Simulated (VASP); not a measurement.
Ga2P, 3 atoms in the cell. It takes space group I4/mmm (No. 139, tetragonal). The conventional cell has a = 3.173 Å, b = 3.173 Å, c = 10.703 Å, α = 90.00°, β = 90.00°, γ = 90.00°. Within 3.6 Å of Ga (site symmetry 4mm) lie 4 P at 2.77 Å and 9 Ga at 3.08 to 3.24 Å. Within 3.6 Å of P (site symmetry 4/mmm) lie 8 Ga at 2.77 Å and 4 P at 3.17 Å. 

- Program: VASP 6.6.1
- Task: single point
- Functional: PBE
- Potentials or basis: VASP PAW PBE potentials, release 64 (Ga_d, P)
- Cutoff: 520 eV
- k mesh: 8 × 8 × 8
- Occupations: gaussian, width 0.1 eV
- Spin: no spin polarisation
- Dipole correction: no
- Further INCAR settings: ALGO = Normal; EDIFF = 1e-06; NBANDS = 22

Potentials or basis: VASP PAW PBE potentials, release 64 (Ga_d, P).

Run with:

```sh
$ cat potpaw_PBE.64/Ga_d/POTCAR potpaw_PBE.64/P/POTCAR > POTCAR
$ mpirun -np 1 vasp_std > vasp.out
```

Hardware: 1 thread of Intel(R) Xeon(R) 6975P-C (Granite Rapids), on a shared host.

Problem. Estimate the wall time of this run.

Solution. Run time: 97 s on 1 thread of Intel(R) Xeon(R) 6975P-C (Granite Rapids), on a shared host, peak memory 0.33 GiB. Counts: scf iterations 12, k points 59.
